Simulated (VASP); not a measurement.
# BN (Fmm2) in VASP: G0W0 quasiparticle levels with PBEsol

Aim: the G0W0 quasiparticle levels of BN with PBEsol.

Everything below comes from runs of VASP 6.6.1. Logs are shortened: lines on timing, memory, paths and dates and some standing lists are left out, and cuts for length are marked.

## (1) The cell of the first run

The structure is orthorhombic, space group Fmm2 (No. 42). Conventional cell: a = 2.503 Å, b = 6.991 Å, c = 4.332 Å, α = 90.00°, β = 90.00°, γ = 90.00°. B (site symmetry mm2) has 3 N at 1.44 Å within 1.9 Å. Within 1.9 Å of N (site symmetry mm2) lie 3 B at 1.44 Å.

## (2) G0W0 quasiparticle levels, PBEsol

POSCAR reads:

```
BN
1.0
    0.0000000000      3.4953160000      2.1660910000
    1.2516320000      0.0000000000      2.1660910000
    1.2516320000      3.4953160000      0.0000000000
B N
1 1
Direct
    0.0000490000      0.0000490000      0.9999510000
    0.6666666667      0.6666666667      0.3333333333
```

INCAR.step1 reads:

```
  ALGO = Normal
  EDIFF = 1E-8
  ENCUT = 500
  GGA = PS
  ISMEAR = 0
  LASPH = True
  LCHARG = False
  LREAL = False
  LWAVE = True
  NELM = 100
  PREC = Accurate
  SIGMA = 0.01
```

INCAR.step2 reads:

```
  ALGO = Exact
  EDIFF = 1E-8
  ENCUT = 500
  GGA = PS
  ISMEAR = 0
  ISTART = 1
  LASPH = True
  LCHARG = False
  LOPTICS = True
  LREAL = False
  LWAVE = True
  NBANDS = 104
  NELM = 1
  PREC = Accurate
  SIGMA = 0.01
```

INCAR.step3 reads:

```
  ALGO = EVGW0
  EDIFF = 1E-8
  ENCUT = 500
  ENCUTGW = 80.0
  GGA = PS
  ISMEAR = 0
  ISTART = 1
  LASPH = True
  LCHARG = False
  LREAL = False
  LWAVE = False
  NBANDS = 104
  NBANDSGW = 12
  NELMGW = 1
  NOMEGA = 48
  PREC = Accurate
  PRECFOCK = Fast
  SIGMA = 0.01
```

KPOINTS reads:

```
k-points
0
Gamma
  4 4 4
```

Potentials or basis: VASP PAW PBE potentials, release 64 (B_GW, N_GW).

Run with:

```
$ cat potpaw_PBE.64/B_GW/POTCAR potpaw_PBE.64/N_GW/POTCAR > POTCAR
$ cp INCAR.step1 INCAR
$ mpirun -np 1 vasp_std > vasp.out
$ cp INCAR.step2 INCAR
$ mpirun -np 1 vasp_std > vasp.out
$ cp INCAR.step3 INCAR
$ mpirun -np 1 vasp_std > vasp.out
```

OUTCAR:

```text
EDIFF = 1E-8
   ENCUT = 500
   ENCUTGW = 80.0
   GGA = PS
   ISMEAR = 0
   ISTART = 1
   LASPH = True
   LREAL = False
   NELMGW = 1
   PREC = Accurate
   PRECFOCK = Fast

 ion  position               nearest neighbor table
   1  0.000  0.000  1.000-   2 1.44   2 1.44   2 1.44
   2  0.667  0.667  0.333-   1 1.44   1 1.44   1 1.44

  LATTYP: Found a face centered orthorhombic cell.
 ALAT       =     2.5032640000
 B/A-ratio  =     1.7306133113
 C/A-ratio  =     2.7926067726

  Lattice vectors:

 A1 = (   0.0000000000,   3.4953160000,   2.1660910000)
 A2 = (  -1.2516320000,   3.4953160000,   0.0000000000)
 A3 = (  -1.2516320000,   0.0000000000,   2.1660910000)

Analysis of symmetry for initial positions (statically):
=====================================================================
 Subroutine PRICEL returns:
 Original cell was already a primitive cell.

 Routine SETGRP: Setting up the symmetry group for a
 face centered orthorhombic supercell.

 Subroutine GETGRP returns: Found  4 space group operations
 (whereof  4 operations were pure point group operations)
 out of a pool of  8 trial point group operations.

The static configuration has the point symmetry C_2v.

Analysis of symmetry for dynamics (positions and initial velocities):
=====================================================================
 Subroutine PRICEL returns:
 Original cell was already a primitive cell.

 Routine SETGRP: Setting up the symmetry group for a
 face centered orthorhombic supercell.

 Subroutine GETGRP returns: Found  4 space group operations
 (whereof  4 operations were pure point group operations)
 out of a pool of  8 trial point group operations.

The dynamic configuration has the point symmetry C_2v.

 Subroutine INISYM returns: Found  4 space group operations
 (whereof  4 operations are pure point group operations),
 and found     1 'primitive' translations

----------------------------------------------------------------------------------------

                                     Primitive cell

  volume of cell :      18.9526

  direct lattice vectors                    reciprocal lattice vectors
     0.000000000  3.495316000  2.166091000    -0.399478441  0.143048583  0.230830561
     1.251632000  0.000000000  2.166091000     0.399478441 -0.143048583  0.230830561
     1.251632000  3.495316000  0.000000000     0.399478441  0.143048583 -0.230830561

  length of vectors
     4.112077840  2.501705995  3.712656273     0.483041064  0.483041064  0.483041064

  position of ions in fractional coordinates (direct lattice)
     0.000049000  0.000049000  0.999951000
     0.666666667  0.666666667  0.333333333

  ion indices of the primitive-cell ions
   primitive index   ion index
                 1           1
                 2           2

----------------------------------------------------------------------------------------

 KPOINTS: k-points

Automatic generation of k-mesh.
 Grid dimensions read from file:
 generate k-points for:    4    4    4

 Generating k-lattice:

  Cartesian coordinates                     Fractional coordinates (reciprocal lattice)
    -0.099869610  0.035762146  0.057707640     0.250000000  0.000000000 -0.000000000
     0.099869610 -0.035762146  0.057707640     0.000000000  0.250000000  0.000000000
     0.099869610  0.035762146 -0.057707640    -0.000000000  0.000000000  0.250000000

  Length of vectors
     0.120760266  0.120760266  0.120760266

  Shift w.r.t. Gamma in fractional coordinates (k-lattice)
     0.000000000  0.000000000  0.000000000

 Subroutine IBZKPT returns following result:
 ===========================================

 Found     18 irreducible k-points:

 Following reciprocal coordinates:
            Coordinates               Weight
  0.000000  0.000000  0.000000      1.000000
  0.250000  0.000000  0.000000      8.000000
  0.500000  0.000000  0.000000      4.000000
  0.250000  0.250000  0.000000      2.000000
  0.500000  0.250000  0.000000      8.000000
 -0.250000  0.250000  0.000000      4.000000
[... 10 lines left out ...]
 -0.250000  0.250000  0.500000      2.000000
  0.000000  0.500000  0.500000      1.000000
   k-points           NKPTS =     18   k-points in BZ     NKDIM =     64   number of bands    NBANDS=    104
   number of dos      NEDOS =    301   number of ions     NIONS =      2
   total plane-waves  NPLWV =  15120
   dimension x,y,z NGX =    30 NGY =   18 NGZ =   28
   dimension x,y,z NGXF=    60 NGYF=   36 NGZF=   56
   ions per type =               1   1
   NGX,Y,Z   is equivalent  to a cutoff of  12.13, 11.96, 12.54 a.u.
   NGXF,Y,Z  is equivalent  to a cutoff of  24.26, 23.92, 25.08 a.u.
 SYSTEM =  unknown system
   PREC   = accura    normal or accurate (medium, high low for compatibility)
   ISTART =      1    job   : 0-new  1-cont  2-samecut
   ICHARG =      0    charge: 1-file 2-atom 10-const
   ISPIN  =      1    spin polarized calculation?
   LNONCOLLINEAR =      F non collinear calculations
   LSORBIT =      F    spin-orbit coupling
   LASPH  =      T    aspherical Exc in radial PAW
   ENCUT  =  500.0 eV  36.75 Ry    6.06 a.u.   7.50  4.56  6.77*2*pi/ulx,y,z
   NELM   =     60;   NELMIN=  2; NELMDL=  0     # of ELM steps
   EDIFF  = 0.1E-07   stopping-criterion for ELM
   LREAL  =      F    real-space projection
   EDIFFG = 0.1E-06   stopping-criterion for IOM
   NSW    =      0    number of steps for IOM
   IBRION =     -1    ionic relax: 0-MD 1-quasi-New 2-CG
   NFREE  =      0    steps in history (QN), initial steepest desc. (CG)
   ISIF   =      0    stress and relaxation
   ISYM   =      3    0-nonsym 1-usesym 2-fastsym
   POTIM  = 0.5000    time-step for ionic-motion
   TEBEG  =    0.0;   TEEND  =   0.0 temperature during run
   PSTRESS=    0.0 pullay stress
   NELECT =       8.0000    total number of electrons
   NUPDOWN=      -1.0000    fix difference up-down
   EMIN   =  10.00;   EMAX   =-10.00  energy-range for DOS
   EFERMI =   0.00;   METHOD = LEGACY
   ISMEAR =     0;   SIGMA  =   0.01  broadening in eV -4-tet -1-fermi 0-gaus
   EFERMI_NEDOS =   21; number of points for ismear=-14 and -15
   IALGO  =     38    algorithm
   IMIX   =      4    mixing-type and parameters
     AMIX     =   0.40;   BMIX     =  1.00
     AMIX_MAG =   1.60;   BMIX_MAG =  1.00
  volume/ion in A,a.u.               =       9.48        63.95
  Fermi-wavevector in a.u.,A,eV,Ry     =   1.228047  2.320672 20.518930  1.508099
  Thomas-Fermi vector in A             =   2.362987
   LORBIT       =      0    0 simple, 1 ext, 2 COOP (PROOUT), +10 PAW based schemes
   GGA     = PS    functional components
   LHFCALC =     T    Hartree Fock is set to
   PRECFOCK=fast      Normal, Fast or Accurate (Low or Medium for compatibility)
   ENCUT4O =  -1.0   cutoff for four orbital integrals eV
   NKREDX  =     1    reduce k-point grid by
   NKREDY  =     1    reduce k-point grid by
   NKREDZ  =     1    reduce k-point grid by
   AEXX    =    1.0000 exact exchange contribution
   HFSCREEN=    0.0000 screening length (either q_TF or 0.3 A-1)
   HFSCREENC=   0.0000 screening length for correlation (either q_TF or 0.3 A-1)
   ENCUTFOCK=  -1.0 apply spherical cutoff to Coloumb kernel
   IVDW    =     0    specifies the selected vdW correction
   LEPSILON=     F    determine dielectric tensor
   LRPA    =     F    only Hartree local field effects (RPA)
   LRPAFORCE           =     F    calculate RPA forces
   ENCUTGW             =  80.0    cutoff for response function in eV
   ENCUTGWSOFT         =  64.0    soft cutoff for Coulomb kernel in GW response function in eV
   ENCUTLF             =  -1.0    cutoff for local field effects
   NELMGW              =     1    number of iterations in solving QP/BSE equation
   NELMHF              =     1    number of iterations in the inner HF iteration
   NKREDLFX            =     1    NKREDLFY  =   1   NKREDLFZ  =   1
 non-spin polarized calculation
 Gauss-broadening in eV      SIGMA  =   0.01
  energy-cutoff  :      500.00
  volume of cell :       18.95
 maximum number of plane-waves:       499
 NGX is ok and might be reduce to    30
  NGX = 20; NGY = 12; NGZ = 18
   NGX = 15   NGY =  9   NGZ = 13
 maximum number of plane-waves:        34
 NGX is ok and might be reduce to    14

 QP shifts <psi_nk| G(iteration)W_0 |psi_nk>: iteration 1
 for sc-GW calculations column KS-energies equals QP-energies in previous step
 and V_xc(KS)=  KS-energies - (<T + V_ion + V_H > + <T+V_H+V_ion>^1  + <V_x>^1)

 k-point   1 :       0.0000    0.0000    0.0000
  band No.  KS-energies  QP-energies   sigma(KS)   V_xc(KS)     V^pw_x(r,r')   Z            occupation Imag(sigma)

      1     -15.8995     -17.6410     -18.3349     -15.8771     -26.5765       0.7085       2.0000       1.2403
      2      -2.5806      -3.6654     -15.6280     -14.1826     -19.2970       0.7506       2.0000       0.2394
      3       0.5375      -0.3568     -19.2032     -18.0849     -22.7210       0.7997       2.0000       0.1274
      4       0.5464      -0.3514     -19.2199     -18.1006     -22.7331       0.8020       2.0000       0.1258
      5       6.6068       6.9736      -7.8070      -8.2424      -3.9671       0.8424       0.0000      -0.0957
      6      13.4177      15.3171     -11.9580     -14.3000      -7.1464       0.8110       0.0000      -0.1197
      7      13.4769      15.3889     -12.0088     -14.3707      -7.1828       0.8095       0.0000      -0.1201
      8      14.8909      16.6393     -12.7640     -15.1067      -6.2481       0.7464       0.0000      -0.6419
      9      16.3489      17.7023     -12.2338     -13.9684      -6.5334       0.7802       0.0000      -0.2426
     10      27.3103      28.3817      -9.0264     -10.3326      -2.5995       0.8202       0.0000      -0.9643
     11      28.5336      29.5758      -8.3642      -9.6694      -1.9765       0.7985       0.0000      -0.9074
     12      30.3075      31.3571      -8.8444     -10.1216      -3.1777       0.8218       0.0000      -0.9239

 k-point   2 :       0.2500    0.0000    0.0000
  band No.  KS-energies  QP-energies   sigma(KS)   V_xc(KS)     V^pw_x(r,r')   Z            occupation Imag(sigma)

      1     -14.6994     -16.5093     -18.6225     -16.2182     -26.5379       0.7528       2.0000       1.1643
      2      -3.2383      -4.4452     -18.2821     -16.7172     -22.4958       0.7713       2.0000       0.1903
      3      -1.3659      -2.4132     -15.6343     -14.2727     -18.8296       0.7691       2.0000       0.1795
      4      -1.0925      -2.1015     -18.7315     -17.4603     -22.5258       0.7938       2.0000       0.1445
      5       8.8610       9.4794      -8.6571      -9.4072      -4.6033       0.8245       0.0000      -0.1116
      6      11.3898      12.7482     -11.2722     -13.0392      -5.9727       0.7688       0.0000      -0.2554
      7      13.0472      14.5276     -11.2788     -13.1006      -6.5207       0.8126       0.0000      -0.1284
      8      17.9335      19.9634     -12.6216     -15.2151      -6.9166       0.7827       0.0000      -0.2686
      9      19.2179      20.8474     -12.5554     -14.6414      -6.4077       0.7811       0.0000      -0.4641
     10      21.9768      22.8845      -8.2562      -9.3558      -2.6664       0.8255       0.0000      -0.6254
     11      26.8558      27.9202      -8.5194      -9.8105      -3.1386       0.8244       0.0000      -0.6874
     12      29.0869      30.2710      -8.5670     -10.0167      -2.4118       0.8168       0.0000      -0.9295
[... 228 lines left out ...]
      1     -14.5501     -16.3544     -18.7880     -16.4041     -26.6924       0.7569       2.0000       1.1340
      2      -3.1839      -4.3844     -18.3582     -16.8004     -22.5780       0.7707       2.0000       0.1886
      3      -2.6161      -3.8104     -14.4273     -12.8489     -17.8399       0.7567       2.0000       0.2400
      4      -1.1206      -2.1299     -18.7147     -17.4370     -22.5128       0.7900       2.0000       0.1448
      5      10.0340      11.3744     -11.7697     -13.4847      -7.2368       0.7815       0.0000      -0.1687
      6      12.3833      13.8611     -11.6447     -13.4677      -6.8015       0.8107       0.0000      -0.1289
      7      15.7493      16.6136      -8.0687      -9.1225      -2.6129       0.8201       0.0000      -0.4081
      8      17.0908      18.6391     -12.5397     -14.5119      -6.7350       0.7851       0.0000      -0.4140
      9      17.8739      19.8882     -12.5865     -15.1608      -6.9008       0.7825       0.0000      -0.2646
     10      23.6411      24.5420      -7.9050      -8.9705      -2.1763       0.8455       0.0000      -0.7824
     11      24.1143      25.3973      -9.5420     -11.0788      -4.0516       0.8349       0.0000      -0.5505
     12      29.3188      30.6716      -9.7635     -11.3963      -3.9963       0.8285       0.0000      -0.8629

 k-point  18 :       0.0000    0.5000    0.5000
  band No.  KS-energies  QP-energies   sigma(KS)   V_xc(KS)     V^pw_x(r,r')   Z            occupation Imag(sigma)

      1     -12.6207     -14.4169     -19.5193     -17.2223     -26.9666       0.7820       2.0000       0.9830
      2      -6.9759      -8.3568     -17.3349     -15.4688     -22.4887       0.7400       2.0000       0.3745
      3      -2.3142      -3.3882     -18.5140     -17.1304     -22.6041       0.7762       2.0000       0.1663
      4       0.4530      -0.5267     -16.0435     -14.8007     -18.8144       0.7883       2.0000       0.1251
      5       5.6786       6.5425      -9.4858     -10.5360      -5.6205       0.8226       0.0000      -0.0916
      6      11.7763      13.0930     -11.4851     -13.1137      -6.6789       0.8085       0.0000      -0.1249
      7      16.2477      17.2167      -8.8817     -10.0569      -3.6168       0.8246       0.0000      -0.4252
      8      20.3415      22.0840     -12.5055     -14.6923      -6.2117       0.7968       0.0000      -0.6991
      9      21.1807      21.9376      -7.5405      -8.4619      -1.7798       0.8214       0.0000      -0.6575
     10      23.5714      25.9659     -13.0343     -15.9796      -6.0227       0.8130       0.0000      -0.7979
     11      26.1187      27.5529      -9.2176     -10.9466      -3.6479       0.8295       0.0000      -0.5912
     12      27.4080      28.7439      -9.6845     -11.3177      -4.1292       0.8180       0.0000      -0.7107
```

It took 3.6 min on 1 thread of Intel Xeon 8259CL, shared host; peak memory 0.24 GiB.

What came out:

* Band gap on the k mesh, mean-field level: 4.27 eV, indirect (least direct gap 5.23 eV)
* Quasiparticle gap: 5.92 eV
* Least direct quasiparticle gap: 7.07 eV

Caveat: the k points lie up to 0.76 Å⁻¹ apart; bands, screening cutoff and mesh are small and nothing is extrapolated, so the quasiparticle values aren't converged.
